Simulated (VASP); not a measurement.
The system is MgCdS4.

```
Mg Cd S
1.0
     4.11803    0.00000    0.00000
     0.00000    4.11803    0.00000
     0.00000    0.00000    7.23771
Mg Cd S
1 1 4
Direct
  0.50000 0.50000 0.50000
  0.00000 0.00000 0.00000
  0.50000 0.00000 0.00000
  0.00000 0.50000 0.00000
  0.00000 0.00000 0.27370
  0.00000 0.00000 0.72630
```

The cell was built from a structure type or drawn by symmetry, and may not be a known phase.

* Program: VASP 6.6.1
* Task: relaxation of cell and atoms
* Functional: PBE
* Potentials or basis: VASP PAW PBE potentials, release 64 (Mg, Cd, S)
* Cutoff: 600 eV
* k mesh: 4 × 4 × 4
* Occupations: gaussian, width 0.1 eV
* Spin: no spin polarisation

At the start: pressure 53.0 GPa; volume 20.46 Å³/atom.

Where does the relaxation end?

Over 27 steps the energy falls by 1912.6 meV/atom and the volume is 33.15 Å³/atom (+62.1 %); space group P4/mmm (No. 123, to 0.1 Å) before and after.

The path:
```tsv
step	energy change (eV)	largest force (eV/Å)	pressure (GPa)	volume (Å³)
1	0.0000	13.7908	52.98	122.74
2	-8.5645	2.3890	-5.32	286.05
3	-10.0957	1.7548	-2.27	192.33
4	-10.0960	1.7629	-2.03	190.73
5	-10.0938	1.7732	-1.80	189.16
6	-10.5823	2.0406	-1.32	182.07
7	-10.8316	2.7938	6.19	160.83
8	-10.9725	1.9780	-0.20	174.40
9	-11.1668	0.9282	1.88	167.61
10	-11.1675	0.7316	2.24	166.80
11	-11.2251	1.4627	2.06	175.21
12	-11.2549	0.4823	1.95	172.28
13	-11.3218	0.5320	-0.82	185.42
14	-11.3279	0.3242	-0.28	182.27
15	-11.3523	0.1566	-0.21	183.33
16	-11.3927	0.3881	0.17	186.30
17	-11.3440	1.8621	1.98	191.31
18	-11.3903	0.8738	0.64	187.82
19	-11.3984	0.8156	0.59	188.40
20	-11.4210	0.6601	0.47	190.10
21	-11.4558	0.4056	0.40	193.38
22	-11.4611	0.0132	0.78	199.41
23	-11.4705	0.1891	0.55	196.86
24	-11.4705	0.1698	0.57	197.13
25	-11.4738	0.0887	0.34	197.89
26	-11.4752	0.0488	-0.04	199.22
27	-11.4754	0.0184	0.05	198.92
```

Final structure:
```
Mg Cd S
1.0
     4.62606    0.00000    0.00000
     0.00000    4.62606    0.00000
     0.00000    0.00000    9.29498
Mg Cd S
1 1 4
Direct
  0.50000 0.50000 0.50000
  0.00000 0.00000 0.00000
  0.50000 0.00000 0.00000
  0.00000 0.50000 0.00000
  0.00000 0.00000 0.38578
  0.00000 0.00000 0.61422
```

Caveat: the k points lie up to 0.34 Å⁻¹ apart in the final cell; the volume moved by over 15 % at a fixed basis, so the end points are rough.
